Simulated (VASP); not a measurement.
Set up this calculation in VASP 6.6.1, as the native input.

* Task: single point
* Functional: PBEsol
* Potentials or basis: VASP PAW PBE potentials, release 64 (Rb_sv, Br)
* Cutoff: 520 eV
* k mesh: 7 × 7 × 7
* Occupations: fermi-dirac, width 0.03 eV
* Spin: no spin polarisation
* Dipole correction: no
* Further INCAR settings: ALGO = Normal; EDIFF = 1e-06; NBANDS = 15

The structure of RbBr lies in POSCAR:

```
RbBr
1.0
    0.0000000000      3.4947229488      3.4947229488
    3.4947229488      0.0000000000      3.4947229488
    3.4947229488      3.4947229488      0.0000000000
Rb Br
1 1
Direct
    0.0000000000      0.0000000000      0.0000000000
    0.5000000000      0.5000000000      0.5000000000
```

This cell differs from its parent crystal: volume scaled by 1.06.

The input as run:

INCAR

```
SYSTEM = RbBr
ALGO     = Normal         ! electronic algorithm
EDIFF    = 1E-6           ! SCF threshold, eV
ENCUT    = 520            ! plane-wave cutoff, eV
GGA      = PS             ! functional
ISIF     = 2              ! what is computed and relaxed
ISMEAR   = -1             ! smearing method
LASPH    = .True.         ! aspherical terms in the spheres
LCHARG   = .True.         ! write CHGCAR
LELF     = .True.         ! ELF
LREAL    = .False.        ! projectors in reciprocal space
LVHAR    = .True.       
LWAVE    = .False.        ! write WAVECAR
NBANDS   = 15             ! bands
NELM     = 60             ! most SCF steps
PREC     = Accurate       ! precision mode
SIGMA    = 0.03           ! smearing width, eV
```

KPOINTS

```
k-points
0
Gamma
  7 7 7
  0 0 0
```

Potentials or basis: VASP PAW PBE potentials, release 64 (Rb_sv, Br).

Run with:

```console
$ cat potpaw_PBE.64/Rb_sv/POTCAR potpaw_PBE.64/Br/POTCAR > POTCAR
$ mpirun -np 1 vasp_std > vasp.out
```

It gave:

The pressure is -0.7 GPa and the band gap on the k mesh is 4.08 eV, direct.

Caveat: the PAW data sets were made with another functional, which shifts forces and pressure a little.

Wall time 52 s on 1 thread of Intel(R) Xeon(R) Platinum 8259CL CPU @ 2.50GHz (Skylake/Cascade Lake), on a shared host, peak memory 0.24 GiB.
